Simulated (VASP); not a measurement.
Runs of VASP 6.6.1 on AgCl. The structure is that of space group I4/mmm (No. 139), or close to it. The cells are those of the table. 

| cell | gap on the mesh (eV) | pressure (GPa) |
| --- | --- | --- |
| a = 3.851, b = 3.851, c = 4.079 Å, angles 58.0, 58.0, 64.0°, 2 atoms | (b) | (a) |
| a = 4.001, b = 4.001, c = 4.079 Å, angles 59.4, 59.4, 61.3°, 2 atoms | 1.34 | -3.2 |
| a = 4.007, b = 4.007, c = 4.236 Å, angles 58.1, 58.1, 63.8°, 2 atoms | 1.25 | (d) |
| a = 4.007, b = 4.007, c = 3.765 Å, angles 62.0, 62.0, 56.0°, 2 atoms | 1.09 | 1.5 |
| a = 4.082, b = 4.082, c = 3.922 Å, angles 61.3, 61.3, 57.4°, 2 atoms | 1.23 | -2.9 |
| a = 3.925, b = 3.925, c = 4.079 Å, angles 58.7, 58.7, 62.6°, 2 atoms | 1.24 | (c) |
| a = 3.934, b = 3.934, c = 4.236 Å, angles 57.4, 57.4, 65.1°, 2 atoms | 1.23 | -1.0 |
| a = 3.925, b = 3.925, c = 3.765 Å, angles 61.3, 61.3, 57.3°, 2 atoms | 1.17 | 3.0 |

Alike in all rows: task single point; level r2SCAN; potentials or basis VASP PAW PBE potentials, release 64 (Ag, Cl); no spin polarisation; k mesh 8 × 8 × 8; cutoff (eV) 550; smearing gaussian 0.05 eV.

Question: Fill in the values left out.

Answer: (a) 1.7; (b) 1.20; (c) -1.3; (d) -3.4.

Caveats: the PAW data sets were made with another functional, which shifts forces and pressure a little; the cell stands under tension (at least some runs).

A k mesh can miss the band edges, and the runs leave out spin-orbit coupling on Ag.
